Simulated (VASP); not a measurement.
Here is a VASP 6.6.1 calculation.

File POSCAR:

```
BeS
1.0
    0.0000000000      2.4342241204      2.4342241204
    2.4342241204      0.0000000000      2.4342241204
    2.4342241204      2.4342241204      0.0000000000
Be S
1 1
Direct
    0.0000000000      0.0000000000      0.0000000000
    0.7500000000      0.7500000000      0.7500000000
```

File INCAR.step1:

```
PREC     = Accurate       # precision mode
ENCUT    = 600            # plane-wave cutoff, eV
ISMEAR   = 0              # smearing method
SIGMA    = 0.01           # smearing width, eV
LREAL    = False          # projectors in reciprocal space
LASPH    = True           # aspherical terms in the spheres
NELM     = 80             # most SCF steps
GGA      = PE             # functional
ALGO     = Normal         # electronic algorithm
EDIFF    = 1E-4           # SCF threshold, eV
LWAVE    = True           # write WAVECAR
LCHARG   = False          # write CHGCAR
```

The input INCAR.step2:

```
PREC     = Accurate       # precision mode
ENCUT    = 600            # plane-wave cutoff, eV
EDIFF    = 1E-6           # SCF threshold, eV
ISMEAR   = 0              # smearing method
SIGMA    = 0.01           # smearing width, eV
LREAL    = False          # projectors in reciprocal space
LASPH    = True           # aspherical terms in the spheres
NELM     = 80             # most SCF steps
ALGO     = Normal         # electronic algorithm
ISIF     = 3              # what is computed and relaxed
LWAVE    = False          # write WAVECAR
LCHARG   = False          # write CHGCAR
METAGGA  = R2SCAN         # meta-GGA
LMIXTAU  = True         
IBRION   = 2              # ionic algorithm
NSW      = 100            # ionic steps
EDIFFG   = -0.002         # ionic threshold
PSTRESS  = 100.0        
ISTART   = 1
```

Contents of KPOINTS:

```
regular mesh
0
Gamma
  8 8 8
```

Potentials or basis: VASP PAW PBE potentials, release 64 (Be, S).

Command:

```bash
$ cat potpaw_PBE.64/Be/POTCAR potpaw_PBE.64/S/POTCAR > POTCAR
$ cp INCAR.step1 INCAR
$ mpirun -np 1 vasp_std > vasp.out
$ cp INCAR.step2 INCAR
$ mpirun -np 1 vasp_std > vasp.out
```

(1) Predict the band gap on the k mesh.

(2) What does it give for the relaxed cell?

(3) Predict the relaxed volume.

(4) Estimate the space group after relaxing (to 0.05 Å).

Answers

(1) 3.39 eV, indirect (least direct gap 6.20 eV).

(2) a = 3.347 Å, b = 3.347 Å, c = 3.347 Å, α = 60.00°, β = 60.00°, γ = 60.00°.

(3) 13.25 Å³/atom.

(4) F-43m (No. 216).

Caveat: the cell is relaxed towards a set pressure, so the enthalpy falls and the energy may rise; the PAW data sets were made with another functional, which shifts forces and pressure a little.
